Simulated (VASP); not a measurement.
# Al2Pt (Fm-3m) in VASP: notebook, part 2 of 2

VASP 6.6.1.

**3. Relaxation of cell and atoms, PBEsol, target pressure 4 GPa, at which the enthalpy is minimised**

This run uses another cell than the first one, of 16.62 Å³/atom, 1.049 times its volume.

INCAR reads:

```
SYSTEM = Al2Pt
PREC = Accurate ; ENCUT = 600
EDIFF = 1E-6 ; ISMEAR = 0
SIGMA = 0.1 ; LREAL = .FALSE.
LASPH = .TRUE. ; NELM = 100
ALGO = Fast ; ISIF = 3
LWAVE = .FALSE. ; LCHARG = .FALSE.
GGA = PS ; IBRION = 2
NSW = 70 ; EDIFFG = -0.008
PSTRESS = 40.0
```

KPOINTS reads:

```
Automatic mesh
0
G
  12 12 12
  0 0 0
```

POSCAR reads:

```
Al2Pt
1.0
    0.0000000000      2.9213549773      2.9213549773
    2.9213549773      0.0000000000      2.9213549773
    2.9213549773      2.9213549773      0.0000000000
Al Pt
2 1
Direct
    0.2500000000      0.2500000000      0.2500000000
    0.7500000000      0.7500000000      0.7500000000
    0.0000000000      0.0000000000      0.0000000000
```

Potentials or basis: VASP PAW PBE potentials, release 64 (Al, Pt).

On the command line:

```sh
> cat potpaw_PBE.64/Al/POTCAR potpaw_PBE.64/Pt/POTCAR > POTCAR
> mpirun -np 1 vasp_std > vasp.out
```

OUTCAR:

```text
SYSTEM = Al2Pt
   PREC = Accurate
   ENCUT = 600
   EDIFF = 1E-6
   ISMEAR = 0
   LREAL = .FALSE.
   LASPH = .TRUE.
   NELM = 100
   ISIF = 3
   GGA = PS
   IBRION = 2
   NSW = 70
   EDIFFG = -0.008
   PSTRESS = 40.0

 ion  position               nearest neighbor table
   1  0.250  0.250  0.250-   3 2.53   3 2.53   3 2.53   3 2.53   2 2.92   2 2.92   2 2.92   2 2.92
                             2 2.92   2 2.92
   2  0.750  0.750  0.750-   3 2.53   3 2.53   3 2.53   3 2.53   1 2.92   1 2.92   1 2.92   1 2.92
                             1 2.92   1 2.92
   3  0.000  0.000  0.000-   2 2.53   2 2.53   2 2.53   1 2.53   2 2.53   1 2.53   1 2.53   1 2.53

  LATTYP: Found a face centered cubic cell.
 ALAT       =     5.8427099546

  Lattice vectors:

[... 268 lines left out ...]

  energy without entropy =      -17.74425072  energy(sigma->0) =      -17.74714364

 E-fermi :   8.2210     XC(G=0): -10.9612

 val. band max:        8.2155260851   @ k =   0.2500   0.2500   0.0000
 cond. band min:       8.2434621873   @ k =  -0.4167   0.2500   0.0000
 fundamental gap:      0.0279361022
 Fermi energy:         8.2209522880

 k-point     1 :       0.0000    0.0000    0.0000
  band No.  band energies     occupation
      1      -2.2824      2.00000
      2       2.9563      2.00000
      3       2.9563      2.00000
      4       2.9563      2.00000
      5       4.3521      2.00000
      6       4.3521      2.00000
      7      11.4473      0.00000
      8      12.0152      0.00000
      9      12.0152      0.00000
     10      12.0152      0.00000
     11      13.8183      0.00000
     12      13.8183      0.00000
[... 331 lines left out ...]
 k-point    24 :      -0.4167    0.1667    0.0000
  band No.  band energies     occupation
      1       0.4224      2.00000
      2       1.9914      2.00000
      3       3.1652      2.00000
      4       3.4986      2.00000
      5       4.1323      2.00000
      6       4.4569      2.00000
      7       4.8655      2.00000
      8       7.7106      2.00000
      9       8.8591      0.00000
     10      11.7754      0.00000
     11      13.9712      0.00000
     12      14.4304      0.00000

 [... further k-points ...]
[... 5 lines left out ...]
  --------------------------------------------------------------------------------------
  -------------------------------------------------------------------------------------
  Total        1.2397538      1.2397538      1.2397538     -0.0000000     -0.0000000      0.0000000
  in kB       39.8186090     39.8186090     39.8186090     -0.0000000     -0.0000000      0.0000000
  external PRESSURE =      -0.1813910 kB  Pullay stress =      40.0000000 kB
[... 22 lines left out ...]
  energy  without entropy=      -17.7442507181  energy(sigma->0) =      -17.74714364

  enthalpy is  TOTEN    =       -16.5046351129 eV   P V=        1.2454014544

 reached required accuracy - stopping structural energy minimisation
```

Wall time 2.2 min (1 thread of Intel Xeon Platinum 8375C at 2.90GHz (Ice Lake), shared host); peak memory 0.25 GiB.

What came out:

| Property | Result |
| --- | --- |
| Free energy | -17.7500 eV |
| Relaxed volume | 16.63 Å³/atom |
| Relaxed cell | a = 4.132 Å, b = 4.132 Å, c = 4.132 Å, α = 60.00°, β = 60.00°, γ = 60.00° |
| Space group after relaxing (to 0.05 Å) | Fm-3m (No. 225) |
| Energy change on relaxing (the enthalpy is what falls) | -0.2 meV/atom |
| Ionic steps | 3 |
| Pressure after relaxing | 4.0 GPa |
| Band gap on the k mesh | zero (band 8 reaches 12.02 eV, above the bottom of band 9 at 6.53 eV) |

The path:
```csv
step,energy change (eV),largest force (eV/Å),pressure (GPa),volume (Å³)
1,0.0000,0.0000,4.14,49.86
2,-0.0025,0.0000,3.72,49.97
3,-0.0005,0.0000,3.98,49.88
```

Final structure:
```
CELL_PARAMETERS angstrom
0.00000 2.92175 2.92175
2.92175 0.00000 2.92175
2.92175 2.92175 0.00000
ATOMIC_POSITIONS crystal
Al 0.25000 0.25000 0.25000
Al 0.75000 0.75000 0.75000
Pt 0.00000 0.00000 0.00000
```

Levels at points of the mesh, in eV from the Fermi level:
```tsv
k point	band 5	band 6	band 7	band 8	band 9	band 10	band 11	band 12
(0.00, 0.00, 0.00)	-3.87	-3.87	3.23	3.79	3.79	3.79	5.60	5.60
(0.50, 0.00, 0.00)	-3.86	-3.63	-3.63	1.00	1.00	3.78	5.28	5.28
(0.50, 0.50, 0.00)	-3.95	-3.57	-3.34	-1.69	-1.69	3.35	3.38	8.07
```

Caveat: the cell is relaxed towards a set pressure, so the enthalpy falls and the energy may rise; the PAW data sets were made with another functional, which shifts forces and pressure a little; spin-orbit coupling is left out, which moves the levels of the heavy elements.

**4. Relaxation of cell and atoms, PBEsol, target pressure 1 GPa, at which the enthalpy is minimised**

This run uses another cell than the first one, of 16.92 Å³/atom, 1.068 times its volume.

INCAR reads:

```
SYSTEM = Al2Pt
PREC     = Accurate       ! precision mode
ENCUT    = 600            ! plane-wave cutoff, eV
EDIFF    = 1E-6           ! SCF threshold, eV
ISMEAR   = 0              ! smearing method
SIGMA    = 0.1            ! smearing width, eV
LREAL    = .FALSE.        ! projectors in reciprocal space
LASPH    = .TRUE.         ! aspherical terms in the spheres
NELM     = 80             ! most SCF steps
ALGO     = Normal         ! electronic algorithm
ISIF     = 3              ! what is computed and relaxed
LWAVE    = .FALSE.        ! write WAVECAR
LCHARG   = .FALSE.        ! write CHGCAR
GGA      = PS             ! functional
IBRION   = 2              ! ionic algorithm
NSW      = 70             ! ionic steps
EDIFFG   = -0.008         ! ionic threshold
PSTRESS  = 10.0
```

KPOINTS is that of step 3.

POSCAR reads:

```
Al2Pt
1.0
    0.0000000000      2.9385898716      2.9385898716
    2.9385898716      0.0000000000      2.9385898716
    2.9385898716      2.9385898716      0.0000000000
Al Pt
2 1
Direct
    0.2500000000      0.2500000000      0.2500000000
    0.7500000000      0.7500000000      0.7500000000
    0.0000000000      0.0000000000      0.0000000000
```

On the command line:

```sh
> cat potpaw_PBE.64/Al/POTCAR potpaw_PBE.64/Pt/POTCAR > POTCAR
> mpirun -np 1 vasp_std > vasp.out
```

Wall time 2.1 min (1 thread of Intel Xeon Platinum 8375C at 2.90GHz (Ice Lake), shared host); peak memory 0.24 GiB.

Results (log left out):

| Quantity | Value |
| --- | --- |
| Free energy | -17.7654 eV |
| Relaxed volume | 16.96 Å³/atom |
| Relaxed cell | a = 4.159 Å, b = 4.159 Å, c = 4.159 Å, α = 60.00°, β = 60.00°, γ = 60.00° |
| Space group after relaxing (to 0.05 Å) | Fm-3m (No. 225) |
| Energy change on relaxing (the enthalpy is what falls) | -0.3 meV/atom |
| Ionic steps | 3 |
| Pressure after relaxing | 1.0 GPa |
| Band gap on the k mesh | zero (band 8 reaches 11.76 eV, above the bottom of band 9 at 6.33 eV) |

The path:
```
step  energy change (eV)  largest force (eV/Å)  pressure (GPa)  volume (Å³)
   1              0.0000                0.0000            1.40        50.75
   2             -0.0018                0.0000            0.48        51.06
   3             -0.0009                0.0000            1.04        50.88
```

Final structure:
```cif
data_structure
_symmetry_space_group_name_H-M 'P 1'
_symmetry_Int_Tables_number 1
_cell_length_a 4.1592
_cell_length_b 4.1592
_cell_length_c 4.1592
_cell_angle_alpha 60.000
_cell_angle_beta 60.000
_cell_angle_gamma 60.000
_cell_volume 50.88
loop_
_atom_site_label
_atom_site_type_symbol
_atom_site_fract_x
_atom_site_fract_y
_atom_site_fract_z
_atom_site_occupancy
Al1 Al 0.25000 0.25000 0.25000 1
Al2 Al 0.75000 0.75000 0.75000 1
Pt1 Pt 0.00000 0.00000 0.00000 1
```

Levels at points of the mesh, in eV from the Fermi level:
```tsv
k point	band 4	band 5	band 6	band 7	band 8	band 9	band 10	band 11	band 12
(0.00, 0.00, 0.00)	-5.16	-3.78	-3.78	3.07	3.78	3.78	3.78	5.48	5.48
(0.50, 0.00, 0.00)	-4.84	-3.79	-3.56	-3.56	0.99	0.99	3.74	5.19	5.19
(0.50, 0.50, 0.00)	-3.87	-3.87	-3.50	-3.27	-1.66	-1.66	3.24	3.32	8.06
```

Caveat: the cell is relaxed towards a set pressure, so the enthalpy falls and the energy may rise; the PAW data sets were made with another functional, which shifts forces and pressure a little; spin-orbit coupling is left out, which moves the levels of the heavy elements.

**5. Overview**

```tsv
cell	gap on the mesh (eV)	pressure (GPa)
relaxed to 12 GPa from a = 4.066 Å, angles 60.0°, 3 atoms	none	12.0
relaxed to 4 GPa from a = 4.131 Å, angles 60.0°, 3 atoms	none	4.0
relaxed to 1 GPa from a = 4.156 Å, angles 60.0°, 3 atoms	none	1.0
```

Alike in all rows: task relaxation of cell and atoms; level PBEsol; potentials or basis VASP PAW PBE potentials, release 64 (Al, Pt); no spin polarisation; k mesh 12 × 12 × 12; cutoff (eV) 600; smearing gaussian 0.1 eV.

Caveats: the cell is relaxed towards a set pressure, so the enthalpy falls and the energy may rise; the PAW data sets were made with another functional, which shifts forces and pressure a little; spin-orbit coupling is left out, which moves the levels of the heavy elements.

Absolute energies hang on the potentials; compare differences alone.
